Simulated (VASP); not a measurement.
Set up this calculation in VASP 6.6.1, as the native input.

* Task: single point
* Functional: PBE
* Potentials or basis: VASP PAW PBE potentials, release 64 (Ca_sv, Hf_pv, As)
* Cutoff: 520 eV
* k mesh: 6 × 6 × 4
* Occupations: gaussian, width 0.1 eV
* Spin: no spin polarisation
* Dipole correction: no
* Further INCAR settings: ALGO = Normal; EDIFF = 1e-06; NBANDS = 23

The structure of CaHfAs2 lies in POSCAR:

```
CaHfAs2
1.0
    4.0499166700      0.0000000000      0.0000000000
   -2.0249583300      3.5073307200      0.0000000000
    0.0000000000      0.0000000000      6.6540873500
Ca Hf As
1 1 2
Direct
    0.0000000000      0.0000000000      0.0000000000
    0.0000000000      0.0000000000      0.5000000000
    0.3333333300      0.6666666700      0.7175338400
    0.6666666700      0.3333333300      0.2824661600
```

These files were run (other wordings do the same):

INCAR

```
PREC = Accurate
ENCUT = 520
EDIFF = 1E-6
ISMEAR = 0
SIGMA = 0.1
LREAL = False
LASPH = True
NELM = 80
ALGO = Normal
ISIF = 2
LWAVE = False
LCHARG = False
GGA = PE
NBANDS = 23
```

KPOINTS

```
regular mesh
0
Gamma
  6 6 4
```

Potentials or basis: VASP PAW PBE potentials, release 64 (Ca_sv, Hf_pv, As).

Launch:

```sh
$ cat potpaw_PBE.64/Ca_sv/POTCAR potpaw_PBE.64/Hf_pv/POTCAR potpaw_PBE.64/As/POTCAR > POTCAR
$ mpirun -np 1 vasp_std > vasp.out
```

It gave:

```yaml
Pressure: 1.0 GPa
Largest_force: 0.302 eV/Å
Band_gap_on_the_k_mesh: zero (band 15 reaches 4.67 eV, above the bottom of band 16 at 3.98 eV)
```

Caveat: spin-orbit coupling is left out, which moves the levels of the heavy elements.

Wall time 98 s on 1 thread of AMD EPYC 7R13, with other jobs on the host, peak memory 0.2 GiB.
